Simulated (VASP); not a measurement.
# SiC (gw) (R3m) in VASP: G0W0 quasiparticle levels with PBEsol

Aim: the G0W0 quasiparticle levels of SiC (gw) with PBEsol.

Everything below comes from runs of VASP 6.6.1. Logs are shortened: lines on timing, memory, paths and dates and some standing lists are left out, and cuts for length are marked.

## (1) The cell of the first run

The structure is trigonal, space group R3m (No. 160). The conventional cell has a = 3.075 Å, b = 3.075 Å, c = 7.697 Å, α = 90.00°, β = 90.00°, γ = 120.00°. Si (site symmetry 3m) has 4 C at 1.89 to 1.91 Å within 2.5 Å. Within 2.5 Å of C (site symmetry 3m) lie 4 Si at 1.89 to 1.91 Å.

## (2) G0W0 quasiparticle levels, PBEsol

Contents of POSCAR:

```
SiC
1.0
    0.0316698243      2.2061638630      2.2061638630
    2.2061638630      0.0316698243      2.2061638630
    2.2061638630      2.2061638630      0.0316698243
Si C
1 1
Direct
    0.0006271979      0.0006271979      0.0006271979
    0.2493728021      0.2493728021      0.2493728021
```

Contents of INCAR.step1:

```
SYSTEM = SiC
PREC     = Accurate       ! precision mode
ENCUT    = 500            ! plane-wave cutoff, eV
EDIFF    = 1E-8           ! SCF threshold, eV
ISMEAR   = 0              ! smearing method
SIGMA    = 0.01           ! smearing width, eV
LREAL    = .FALSE.        ! projectors in reciprocal space
LASPH    = .TRUE.         ! aspherical terms in the spheres
NELM     = 80             ! most SCF steps
ALGO     = Normal         ! electronic algorithm
LWAVE    = .TRUE.         ! write WAVECAR
LCHARG   = .FALSE.        ! write CHGCAR
GGA      = PS             ! functional
```

Contents of INCAR.step2:

```
SYSTEM = SiC
PREC     = Accurate       ! precision mode
ENCUT    = 500            ! plane-wave cutoff, eV
EDIFF    = 1E-8           ! SCF threshold, eV
ISMEAR   = 0              ! smearing method
SIGMA    = 0.01           ! smearing width, eV
LREAL    = .FALSE.        ! projectors in reciprocal space
LASPH    = .TRUE.         ! aspherical terms in the spheres
NELM     = 1              ! most SCF steps
ALGO     = Exact          ! electronic algorithm
LWAVE    = .TRUE.         ! write WAVECAR
LCHARG   = .FALSE.        ! write CHGCAR
GGA      = PS             ! functional
NBANDS   = 51             ! bands
LOPTICS  = .TRUE.         ! frequency-dependent dielectric function
ISTART   = 1
```

Contents of INCAR.step3:

```
SYSTEM = SiC
PREC     = Accurate       ! precision mode
ENCUT    = 500            ! plane-wave cutoff, eV
EDIFF    = 1E-8           ! SCF threshold, eV
ISMEAR   = 0              ! smearing method
SIGMA    = 0.01           ! smearing width, eV
LREAL    = .FALSE.        ! projectors in reciprocal space
LASPH    = .TRUE.         ! aspherical terms in the spheres
ALGO     = EVGW0          ! electronic algorithm
LWAVE    = .FALSE.        ! write WAVECAR
LCHARG   = .FALSE.        ! write CHGCAR
GGA      = PS             ! functional
NELMGW   = 1            
NBANDS   = 51             ! bands
ENCUTGW  = 100.0          ! cutoff of the response function
NOMEGA   = 48             ! frequency points
PRECFOCK = Fast         
ISTART   = 1            
NBANDSGW = 12
```

Contents of KPOINTS:

```
Automatic mesh
0
G
  6 6 6
  0 0 0
```

Potentials or basis: VASP PAW PBE potentials, release 64 (Si_GW, C_GW).

Run with:

```console
$ cat potpaw_PBE.64/Si_GW/POTCAR potpaw_PBE.64/C_GW/POTCAR > POTCAR
$ cp INCAR.step1 INCAR
$ mpirun -np 1 vasp_std > vasp.out
$ cp INCAR.step2 INCAR
$ mpirun -np 1 vasp_std > vasp.out
$ cp INCAR.step3 INCAR
$ mpirun -np 1 vasp_std > vasp.out
```

OUTCAR:

```text
SYSTEM = SiC
   PREC = Accurate
   ENCUT = 500
   EDIFF = 1E-8
   ISMEAR = 0
   LREAL = .FALSE.
   LASPH = .TRUE.
   GGA = PS
   NELMGW = 1
   ENCUTGW = 100.0
   PRECFOCK = Fast
   ISTART = 1

 ion  position               nearest neighbor table
   1  0.001  0.001  0.001-   2 1.89   2 1.89   2 1.89   2 1.91
   2  0.249  0.249  0.249-   1 1.89   1 1.89   1 1.89   1 1.91

  LATTYP: Found a trigonal (rhomboedric) cell.
 ALAT       =     3.1201475860
 COS(alpha) =     0.5143021638

  Lattice vectors:

 A1 = (   0.0316698243,   2.2061638630,   2.2061638630)
 A2 = (   2.2061638630,   0.0316698243,   2.2061638630)
 A3 = (   2.2061638630,   2.2061638630,   0.0316698243)

Analysis of symmetry for initial positions (statically):
=====================================================================
 Subroutine PRICEL returns:
 Original cell was already a primitive cell.

 Routine SETGRP: Setting up the symmetry group for a
 trigonal (rhombohedral) supercell.

 Subroutine GETGRP returns: Found  6 space group operations
 (whereof  6 operations were pure point group operations)
 out of a pool of 12 trial point group operations.

The static configuration has the point symmetry C_3v.

Analysis of symmetry for dynamics (positions and initial velocities):
=====================================================================
 Subroutine PRICEL returns:
 Original cell was already a primitive cell.

 Routine SETGRP: Setting up the symmetry group for a
 trigonal (rhombohedral) supercell.

 Subroutine GETGRP returns: Found  6 space group operations
 (whereof  6 operations were pure point group operations)
 out of a pool of 12 trial point group operations.

The dynamic configuration has the point symmetry C_3v.

 Subroutine INISYM returns: Found  6 space group operations
 (whereof  6 operations are pure point group operations),
 and found     1 'primitive' translations

----------------------------------------------------------------------------------------

                                     Primitive cell

  volume of cell :      21.0131

  direct lattice vectors                    reciprocal lattice vectors
     0.031669824  2.206163863  2.206163863    -0.231577187  0.228299907  0.228299907
     2.206163863  0.031669824  2.206163863     0.228299907 -0.231577187  0.228299907
     2.206163863  2.206163863  0.031669824     0.228299907  0.228299907 -0.231577187

  length of vectors
     3.120147586  3.120147586  3.120147586     0.397328188  0.397328188  0.397328188

  position of ions in fractional coordinates (direct lattice)
     0.000627198  0.000627198  0.000627198
     0.249372802  0.249372802  0.249372802

  ion indices of the primitive-cell ions
   primitive index   ion index
                 1           1
                 2           2

----------------------------------------------------------------------------------------

 KPOINTS: Automatic mesh

Automatic generation of k-mesh.
 Grid dimensions read from file:
 generate k-points for:    6    6    6

 Generating k-lattice:

  Cartesian coordinates                     Fractional coordinates (reciprocal lattice)
    -0.038596198  0.038049984  0.038049984     0.166666667  0.000000000  0.000000000
     0.038049984 -0.038596198  0.038049984     0.000000000  0.166666667  0.000000000
     0.038049984  0.038049984 -0.038596198     0.000000000  0.000000000  0.166666667

  Length of vectors
     0.066221365  0.066221365  0.066221365

  Shift w.r.t. Gamma in fractional coordinates (k-lattice)
     0.000000000  0.000000000  0.000000000

 Subroutine IBZKPT returns following result:
 ===========================================

 Found     32 irreducible k-points:

 Following reciprocal coordinates:
            Coordinates               Weight
  0.000000  0.000000  0.000000      1.000000
  0.166667  0.000000  0.000000      6.000000
  0.333333  0.000000  0.000000      6.000000
  0.500000  0.000000  0.000000      3.000000
  0.166667  0.166667  0.000000      6.000000
  0.333333  0.166667 -0.000000     12.000000
[... 16 lines left out ...]
  0.500000  0.500000  0.166667      6.000000
 -0.333333  0.500000  0.166667     12.000000
 [... further k-points ...]
   k-points           NKPTS =     32   k-points in BZ     NKDIM =    216   number of bands    NBANDS=     51
   number of dos      NEDOS =    301   number of ions     NIONS =      2
   total plane-waves  NPLWV =  13824
   dimension x,y,z NGX =    24 NGY =   24 NGZ =   24
   dimension x,y,z NGXF=    48 NGYF=   48 NGZF=   48
   ions per type =               1   1
   NGX,Y,Z   is equivalent  to a cutoff of  12.79, 12.79, 12.79 a.u.
   NGXF,Y,Z  is equivalent  to a cutoff of  25.58, 25.58, 25.58 a.u.
 SYSTEM =  SiC
   PREC   = accura    normal or accurate (medium, high low for compatibility)
   ISTART =      1    job   : 0-new  1-cont  2-samecut
   ICHARG =      0    charge: 1-file 2-atom 10-const
   ISPIN  =      1    spin polarized calculation?
   LNONCOLLINEAR =      F non collinear calculations
   LSORBIT =      F    spin-orbit coupling
   LASPH  =      T    aspherical Exc in radial PAW
   ENCUT  =  500.0 eV  36.75 Ry    6.06 a.u.   5.69  5.69  5.69*2*pi/ulx,y,z
   NELM   =     60;   NELMIN=  2; NELMDL=  0     # of ELM steps
   EDIFF  = 0.1E-07   stopping-criterion for ELM
   LREAL  =      F    real-space projection
   EDIFFG = 0.1E-06   stopping-criterion for IOM
   NSW    =      0    number of steps for IOM
   IBRION =     -1    ionic relax: 0-MD 1-quasi-New 2-CG
   NFREE  =      0    steps in history (QN), initial steepest desc. (CG)
   ISIF   =      0    stress and relaxation
   ISYM   =      3    0-nonsym 1-usesym 2-fastsym
   POTIM  = 0.5000    time-step for ionic-motion
   TEBEG  =    0.0;   TEEND  =   0.0 temperature during run
   PSTRESS=    0.0 pullay stress
   NELECT =       8.0000    total number of electrons
   NUPDOWN=      -1.0000    fix difference up-down
   EMIN   =  10.00;   EMAX   =-10.00  energy-range for DOS
   EFERMI =   0.00;   METHOD = LEGACY
   ISMEAR =     0;   SIGMA  =   0.01  broadening in eV -4-tet -1-fermi 0-gaus
   EFERMI_NEDOS =   21; number of points for ismear=-14 and -15
   IALGO  =     38    algorithm
   IMIX   =      4    mixing-type and parameters
     AMIX     =   0.40;   BMIX     =  1.00
     AMIX_MAG =   1.60;   BMIX_MAG =  1.00
  volume/ion in A,a.u.               =      10.51        70.90
  Fermi-wavevector in a.u.,A,eV,Ry     =   1.186519  2.242196 19.154658  1.407828
  Thomas-Fermi vector in A             =   2.322690
   LORBIT       =      0    0 simple, 1 ext, 2 COOP (PROOUT), +10 PAW based schemes
   GGA     = PS    functional components
   LHFCALC =     T    Hartree Fock is set to
   PRECFOCK=fast      Normal, Fast or Accurate (Low or Medium for compatibility)
   ENCUT4O =  -1.0   cutoff for four orbital integrals eV
   NKREDX  =     1    reduce k-point grid by
   NKREDY  =     1    reduce k-point grid by
   NKREDZ  =     1    reduce k-point grid by
   AEXX    =    1.0000 exact exchange contribution
   HFSCREEN=    0.0000 screening length (either q_TF or 0.3 A-1)
   HFSCREENC=   0.0000 screening length for correlation (either q_TF or 0.3 A-1)
   ENCUTFOCK=  -1.0 apply spherical cutoff to Coloumb kernel
   IVDW    =     0    specifies the selected vdW correction
   LEPSILON=     F    determine dielectric tensor
   LRPA    =     F    only Hartree local field effects (RPA)
   LRPAFORCE           =     F    calculate RPA forces
   ENCUTGW             = 100.0    cutoff for response function in eV
   ENCUTGWSOFT         =  80.0    soft cutoff for Coulomb kernel in GW response function in eV
   ENCUTLF             =  -1.0    cutoff for local field effects
   NELMGW              =     1    number of iterations in solving QP/BSE equation
   NELMHF              =     1    number of iterations in the inner HF iteration
   NKREDLFX            =     1    NKREDLFY  =   1   NKREDLFZ  =   1
 non-spin polarized calculation
 Gauss-broadening in eV      SIGMA  =   0.01
  energy-cutoff  :      500.00
  volume of cell :       21.01
 maximum number of plane-waves:       548
  NGX = 14; NGY = 14; NGZ = 14
   NGX = 11   NGY = 11   NGZ = 11
 maximum number of plane-waves:        59
 NGX is ok and might be reduce to    14

 QP shifts <psi_nk| G(iteration)W_0 |psi_nk>: iteration 1
 for sc-GW calculations column KS-energies equals QP-energies in previous step
 and V_xc(KS)=  KS-energies - (<T + V_ion + V_H > + <T+V_H+V_ion>^1  + <V_x>^1)

 k-point   1 :       0.0000    0.0000    0.0000
  band No.  KS-energies  QP-energies   sigma(KS)   V_xc(KS)     V^pw_x(r,r')   Z            occupation Imag(sigma)

      1      -7.7548      -8.6413     -13.9270     -12.6934     -21.5674       0.7187       2.0000       1.4021
      2       7.4141       7.0652     -15.0695     -14.6262     -17.1934       0.7871       2.0000       0.0837
      3       7.6219       7.2830     -15.1709     -14.7399     -17.3425       0.7864       2.0000       0.0859
      4       7.6219       7.2830     -15.1709     -14.7399     -17.3425       0.7864       2.0000       0.0859
      5      13.4067      14.1434     -11.9999     -12.9416      -7.2349       0.7823       0.0000      -0.1052
      6      14.5410      15.3148     -10.8415     -11.8203      -5.9885       0.7905       0.0000      -0.1038
      7      14.8411      15.6234     -10.6248     -11.6149      -5.7151       0.7901       0.0000      -0.1069
      8      14.8411      15.6234     -10.6248     -11.6149      -5.7151       0.7901       0.0000      -0.1069
      9      21.8964      22.7795     -10.3446     -11.4715      -4.4750       0.7836       0.0000      -0.3034
     10      21.8964      22.7795     -10.3446     -11.4715      -4.4750       0.7836       0.0000      -0.3034
     11      23.5574      24.1182      -9.2994     -10.0222      -2.9211       0.7759       0.0000      -0.4473
     12      24.4644      25.0232      -9.7453     -10.4658      -2.9745       0.7756       0.0000      -0.6825

 k-point   2 :       0.1667    0.0000    0.0000
  band No.  KS-energies  QP-energies   sigma(KS)   V_xc(KS)     V^pw_x(r,r')   Z            occupation Imag(sigma)
[... 353 lines left out ...]
      1      -2.5907      -3.3247     -15.3269     -14.3144     -21.7817       0.7249       2.0000       0.6897
      2       0.2699      -0.4457     -13.6055     -12.6362     -17.9465       0.7382       2.0000       0.3159
      3       3.0186       2.3657     -13.6192     -12.7592     -16.8005       0.7592       2.0000       0.1429
      4       3.1980       2.5649     -13.3942     -12.5639     -16.4025       0.7625       2.0000       0.1331
      5      11.4199      12.0285     -11.0346     -11.7967      -6.8881       0.7986       0.0000      -0.0807
      6      14.4665      15.2507     -10.8048     -11.7883      -6.0770       0.7974       0.0000      -0.0981
      7      18.1343      18.9395     -11.0181     -12.0729      -4.9362       0.7634       0.0000      -0.2495
      8      19.5521      20.5479     -11.7012     -13.0023      -5.6887       0.7653       0.0000      -0.2555
      9      21.4539      22.3898     -11.7024     -12.9676      -4.6025       0.7397       0.0000      -0.4550
     10      25.0011      25.8432     -10.7975     -11.9018      -3.7671       0.7625       0.0000      -0.6401
     11      28.3186      29.4664     -11.6696     -13.1871      -4.4449       0.7564       0.0000      -0.8437
     12      31.3331      32.2254     -11.3702     -12.5291      -3.9642       0.7699       0.0000      -1.2208

 [... further k-points ...]
```

Run time: 2.3 min. Hardware: 1 thread of Intel Xeon 6975P-C (Granite Rapids), shared host; peak memory 0.37 GiB.

Results:

- Band gap on the k mesh, mean-field level: 1.17 eV, indirect (least direct gap 4.29 eV)
- Quasiparticle gap: 1.95 eV
- Least direct quasiparticle gap: 5.33 eV

Caveat: bands, screening cutoff and mesh are small and nothing is extrapolated, so the quasiparticle values aren't converged. A k mesh can miss the band edges.
